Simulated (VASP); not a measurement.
Write the native input for VASP 6.6.1 that does the following.

```yaml
Task: single point
Functional: PBE
Potentials_or_basis: VASP PAW PBE potentials, release 64 (Zr_sv, O)
Cutoff: 600 eV
k_mesh: 8 × 8 × 8
Occupations: fermi-dirac, width 0.02 eV
Spin: no spin polarisation
Dipole_correction: no
Further_INCAR_settings: ALGO = Normal; EDIFF = 1e-06; NBANDS = 19
```

The structure of ZrO2 lies in POSCAR:

```
ZrO2
1.0
    0.0000000000      2.4429250423      2.4429250423
    2.4429250423      0.0000000000      2.4429250423
    2.4429250423      2.4429250423      0.0000000000
Zr O
1 2
Direct
    0.0000000000      0.0000000000      0.0000000000
    0.2500000000      0.2500000000      0.2500000000
    0.7500000000      0.7500000000      0.7500000000
```

This cell differs from its parent crystal: strain -4.0%.

The input as run:

INCAR

```
PREC = Accurate
ENCUT = 600
EDIFF = 1E-6
ISMEAR = -1
SIGMA = 0.02
LREAL = F
LASPH = T
NELM = 120
ALGO = Normal
ISIF = 2
LWAVE = F
LCHARG = T
GGA = PE
LELF = T
LVHAR = T
NBANDS = 19
GGA_COMPAT = F
```

KPOINTS

```
Automatic mesh
0
Gamma
  8 8 8
```

Potentials or basis: VASP PAW PBE potentials, release 64 (Zr_sv, O).

Run with:

```sh
$ cat potpaw_PBE.64/Zr_sv/POTCAR potpaw_PBE.64/O/POTCAR > POTCAR
$ mpirun -np 1 vasp_std > vasp.out
```

Results of the run:

The pressure is 43.8 GPa and the band gap on the k mesh is 3.68 eV, indirect (least direct gap 4.25 eV).

Caveat: the cell differs from its parent crystal (strain -4.0%).

Run time: 13 s on 1 thread of Intel(R) Xeon(R) Platinum 8559C (Emerald Rapids), on a shared host, peak memory 0.16 GiB.
